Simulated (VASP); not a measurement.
**SiC: single point with PBEsol**

**What was measured.**

From “Insight into the structural, elastic and electronic properties of a new orthorhombic 6O-SiC polytype”, 2020, pmc:7200658, for a bulk crystal of SiC: band gap 2.4 eV (indirect).

SiC:

```xyz
2
Lattice="0.0000 2.1784 2.1784 2.1784 0.0000 2.1784 2.1784 2.1784 0.0000" Properties=species:S:1:pos:R:3 pbc="T T T"
Si    0.0000    0.0000    0.0000
C     3.2676    3.2676    3.2676
```

- Program: VASP 6.6.1
- Task: single point
- Functional: PBEsol
- Potentials or basis: VASP PAW PBE potentials, release 64 (Si, C)
- Cutoff: 520 eV
- k mesh: 12 × 12 × 12
- Occupations: gaussian, width 0.02 eV
- Spin: no spin polarisation
- Dipole correction: no
- Further INCAR settings: ALGO = Normal; EDIFF = 1e-07; NBANDS = 11

```json
{"Pressure": "0.4 GPa", "Band gap on the k mesh": "1.23 eV (least direct gap 4.44 eV)"}
```

Levels at points of the mesh, in eV from the valence-band top:
| k point | band 1 | band 2 | band 3 | band 4 | band 5 | band 6 | band 7 | band 8 |
| --- | --- | --- | --- | --- | --- | --- | --- | --- |
| (0.00, 0.00, 0.00) | -15.43 | 0.00 | 0.00 | 0.00 | 6.20 | 7.25 | 7.25 | 7.25 |
| (0.50, 0.00, 0.00) | -11.82 | -8.60 | -1.06 | -1.06 | 5.38 | 7.14 | 7.14 | 9.92 |
| (0.50, 0.50, 0.00) | -10.36 | -7.84 | -3.21 | -3.21 | 1.23 | 4.20 | 13.96 | 13.96 |

Run time: 14 s on 1 thread of Intel Xeon 8259CL (shared host), peak memory 0.14 GiB.

Measured gap of SiC: 2.4 eV (indirect; quoted in “Insight into the structural, elastic and electronic properties of a new orthorhombic 6O-SiC polytype”, 2020, pmc:7200658). This calculation gives 1.23 eV (-1.17 eV). The value is that of PBEsol on a finite k mesh, which can miss the band edges, without temperature or zero-point motion. Semilocal functionals fall short of measured gaps as a rule.

Caveat: the PAW data sets were made with another functional, which shifts forces and pressure a little.
